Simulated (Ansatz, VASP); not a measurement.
# Ge: VASP beside Ansatz

```
CELL_PARAMETERS angstrom
4.88559 0.00000 0.00000
-2.44279 4.23104 0.00000
0.00000 0.00000 2.81177
ATOMIC_POSITIONS crystal
Ge 0.33333 0.66667 0.50000
Ge 0.00000 0.00000 0.00000
Ge 0.66667 0.33333 0.50000
```

Alike in both runs: functional PBE; k mesh 12 × 12 × 16; occupations gaussian, width 0.1 eV; no spin polarisation.

Ansatz relaxed the structure, and its values are those at the end. VASP's run is a single point on that final structure, the one shown.

```csv
,VASP,Ansatz
version,VASP 6.6.1,Ansatz 0.2.0
potentials or method,"VASP PAW PBE potentials, release 64 (Ge_d), cutoff 520 eV","scalar-relativistic, plane waves, PAW"
valence electrons in the cell,42,42
```

|  | VASP | Ansatz | Ansatz less VASP |
| --- | --- | --- | --- |
| gap on the k mesh at the Fermi level (eV) | none | none | - |
| pressure (GPa) | 0.0 | 0.0 | -0.01 |

A gap of «none» marks a metal or a gap that the smearing closes.
